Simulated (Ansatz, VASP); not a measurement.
**MgS in VASP and in Ansatz**

```
CELL_PARAMETERS angstrom
3.26661 0.00000 0.00000
0.00000 3.26661 0.00000
0.00000 0.00000 3.28753
ATOMIC_POSITIONS crystal
Mg 0.00000 0.00000 0.00000
S 0.50000 0.50000 0.50000
```

Alike in both runs: functional PBE; k mesh 6 × 6 × 4; occupations gaussian, width 0.1 eV; no spin polarisation.

Ansatz relaxed the structure, and its values are those at the end. VASP's run is a single point on that final structure, the one shown.

|  | VASP | Ansatz |
| --- | --- | --- |
| version | VASP 6.6.1 | Ansatz 0.2.0 |
| potentials or method | VASP PAW PBE potentials, release 64 (Mg, S), cutoff 520 eV | scalar-relativistic, plane waves, PAW |
| valence electrons in the cell | 8 | 16 |

```csv
,VASP,Ansatz,Ansatz less VASP
gap on the k mesh at the Fermi level (eV),none,none,-
pressure (GPa),-0.3,0.0,+0.35
```

A gap of «none» marks a metal or a gap that the smearing closes. With one functional, cell and mesh, what is left measures potentials, basis and numerics. VASP's potentials hold 8 valence electrons a cell and Ansatz's 16, so a difference there can come from the potentials and not from the codes.

The k mesh is coarse, so the values compare programs but aren't converged.
